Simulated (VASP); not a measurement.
Wanted: the native input for a VASP 6.6.1 run.

- Task: single point
- Functional: PBE
- Potentials or basis: VASP PAW PBE potentials, release 64 (Pb_d, S)
- Cutoff: 520 eV
- k mesh: 7 × 7 × 6
- Occupations: fermi-dirac, width 0.05 eV
- Spin: no spin polarisation
- Dipole correction: no
- Further INCAR settings: ALGO = Normal; EDIFF = 1e-07; NBANDS = 28

The structure of PbS lies in POSCAR:

```
PbS
1.0
    2.1073236324     -6.0701387599      0.0000000000
    2.1073236324      6.0701387599      0.0000000000
    0.0000000000      0.0000000000      4.3356342523
Pb S
2 2
Direct
    0.1305633500      0.8694366500      0.2500000000
    0.8694366500      0.1305633500      0.7500000000
    0.3547970900      0.6452029100      0.2500000000
    0.6452029100      0.3547970900      0.7500000000
```

The input as run:

INCAR

```
  ALGO = Normal
  EDIFF = 1E-7
  ENCUT = 520
  GGA = PE
  ISIF = 2
  ISMEAR = -1
  LASPH = True
  LCHARG = False
  LREAL = False
  LWAVE = False
  NBANDS = 28
  NELM = 60
  PREC = Accurate
  SIGMA = 0.05
```

KPOINTS

```
k-points
0
Gamma
  7 7 6
```

Potentials or basis: VASP PAW PBE potentials, release 64 (Pb_d, S).

Launch:

```sh
$ cat potpaw_PBE.64/Pb_d/POTCAR potpaw_PBE.64/S/POTCAR > POTCAR
$ mpirun -np 1 vasp_std > vasp.out
```

Results of the run:

```json
{"Pressure": "-1.0 GPa", "Largest force": "0.160 eV/Å", "Band gap on the k mesh": "1.32 eV, indirect (least direct gap 1.42 eV)"}
```

Caveat: spin-orbit coupling is left out, which moves the levels of the heavy elements.

Run time: 6.7 min on 1 thread of AMD EPYC 7R43 64-Core Processor (Zen 3) (shared host), peak memory 0.3 GiB.
